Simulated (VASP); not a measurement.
**CdS (Hawleyite): single point with PBE**

Crystal: CdS (Hawleyite).

```xyz
2
Lattice="0.0000 3.0213 3.0213 3.0213 0.0000 3.0213 3.0213 3.0213 0.0000" Properties=species:S:1:pos:R:3 pbc="T T T"
Cd    0.0000    0.0000    0.0000
S     1.5107    1.5107    1.5107
```

This cell differs from its parent crystal: volume changed by +6%.

| Item | Value |
| --- | --- |
| Program | VASP 6.6.1 |
| Task | single point |
| Functional | PBE |
| Potentials or basis | VASP PAW PBE potentials, release 64 (Cd, S) |
| Cutoff | 520 eV |
| k mesh | 6 × 6 × 6 |
| Occupations | gaussian, width 0.01 eV |
| Spin | no spin polarisation |
| Dipole correction | no |
| Further INCAR settings | ALGO = Normal; EDIFF = 1e-06; NBANDS = 16 |

| Property | Result |
| --- | --- |
| Pressure | -2.5 GPa |
| Band gap on the k mesh | 0.91 eV, direct |

Levels at points of the mesh, in eV from the valence-band top:
```csv
k point,band 6,band 7,band 8,band 9,band 10,band 11,band 12,band 13
"(0.00, 0.00, 0.00)",-7.07,0.00,0.00,0.00,0.91,6.54,6.54,6.54
"(0.50, 0.00, 0.00)",-6.77,-3.80,-0.61,-0.61,2.83,6.98,6.98,7.14
"(0.50, 0.50, 0.00)",-6.71,-3.51,-1.54,-1.54,3.71,4.17,8.81,10.14
```

Wall time 32 s on 1 thread of AMD EPYC 7R13, on a shared host, peak memory 0.15 GiB.
